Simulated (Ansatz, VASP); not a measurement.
Two plane-wave programs on Nb

The input INCAR:

```
SYSTEM = Nb
PREC = Accurate ; ENCUT = 520
EDIFF = 1E-6 ; ISMEAR = -1
SIGMA = 0.05 ; LREAL = .FALSE.
LASPH = .TRUE. ; NELM = 60
ALGO = Normal ; ISIF = 2
LWAVE = .FALSE. ; LCHARG = .FALSE.
NBANDS = 12
```

Contents of KPOINTS:

```
Automatic mesh
0
G
  18 18 18
  0 0 0
```

Contents of POSCAR:

```
Nb
1.0
    0.0000000000      1.8888714321      1.8888714321
    1.8888714321      0.0000000000      1.8888714321
    1.8888714321      1.8888714321      0.0000000000
Nb
1
Direct
    0.0000000000      0.0000000000      0.0000000000
```

Input for Ansatz:

```yaml
crystal:
  lattice:
    - [0.0, 1.8888714321, 1.8888714321]
    - [1.8888714321, 0.0, 1.8888714321]
    - [1.8888714321, 1.8888714321, 0.0]
  atoms:
    - { symbol: Nb, position: [0.0, 0.0, 0.0] }
kpoints:
  mp_grid: { grid: [18, 18, 18] }
  band_path:
    path:
      - [0.0, 0.0, 0.0]
      - [0.5, 0.0, 0.5]
      - [0.625, 0.25, 0.625]
      - [0.375, 0.375, 0.75]
      - [0.0, 0.0, 0.0]
      - [0.5, 0.5, 0.5]
      - [0.5, 0.25, 0.75]
      - [0.5, 0.0, 0.5]
    npoints: 8
scf:
  occupations: { method: fermi_dirac, width: 0.05 }
hamiltonian:
  xc: lda
  pseudopotentials: { kind: paw }
output:
  forces: true
  stress: true
  eigenvalues: true
  populations: true
  dos: { projected: true, de: 0.2, e_range: [-14, 8] }
```

Change from the starting cell: volume scaled by 0.76, PAW files.

Alike in both runs: task single point; functional LDA; k mesh 18 × 18 × 18; occupations fermi-dirac, width 0.05 eV; no spin polarisation.

|  | VASP | Ansatz |
| --- | --- | --- |
| version | VASP 6.6.1 | Ansatz 0.2.0 |
| potentials or method | VASP PAW LDA potentials, release 64 (Nb_sv) | PAW with Ansatz's default frozen-core files, scalar-relativistic |
| plane-wave cutoff (eV) | 520 | 420 |
| valence electrons in the cell | 13 | 13 |

|  | VASP | Ansatz | Ansatz less VASP |
| --- | --- | --- | --- |
| pressure (GPa) | 79.9 | 79.8 | -0.11 |

LDA's correlation is that of Perdew and Zunger in VASP and of Perdew and Wang (1992) in Ansatz. Both programs put the cell under a high pressure, so it lies far from rest at this level.

Noted on VASP's run: the cell as given lies far from equilibrium.
